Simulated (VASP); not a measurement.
# Fe: single point with BLYP

The system is Fe.

```
Fe
1.0
    -1.37751    1.37751    1.37751
     1.37751   -1.37751    1.37751
     1.37751    1.37751   -1.37751
Fe
1
Cartesian
  0.0000 0.0000 0.0000
```

This cell differs from its parent crystal: volume scaled by 0.88.

```json
{
  "Program": "VASP 6.6.1",
  "Task": "single point",
  "Functional": "BLYP",
  "Potentials or basis": "VASP PAW PBE potentials, release 64 (Fe)",
  "Cutoff": "520 eV",
  "k mesh": "25 × 25 × 25",
  "Occupations": "fermi-dirac, width 0.05 eV",
  "Spin": "collinear spin, ferromagnetic start",
  "Starting moments": "[2.267] μB"
}
```

| Quantity | Value |
| --- | --- |
| Pressure | 29.4 GPa |
| Band gap on the k mesh | zero (filled and empty bands overlap) |
| Net moment | 2.04 μB per cell |
| Site moments | Fe +2.01 μB |
| Valence electrons inside the program's atomic spheres | Fe 7.49 |

Levels at points of the mesh, in eV from the Fermi level:
Spin up:
```tsv
k point	band 3	band 4	band 5	band 6	band 7	band 8
(0.00, 0.00, 0.00)	-2.51	-2.51	-1.11	-1.11	26.06	26.06
```
Spin down:
```csv
k point,band 1,band 2,band 3,band 4,band 5,band 6,band 7
"(0.00, 0.00, 0.00)",-8.63,-0.85,-0.85,-0.85,1.44,1.44,25.89
```

Wall time 51 s on 1 thread of Intel(R) Xeon(R) 6975P-C (Granite Rapids), with other jobs on the host, peak memory 0.21 GiB.

Caveat: the PAW data sets were made with another functional, which shifts forces and pressure a little.
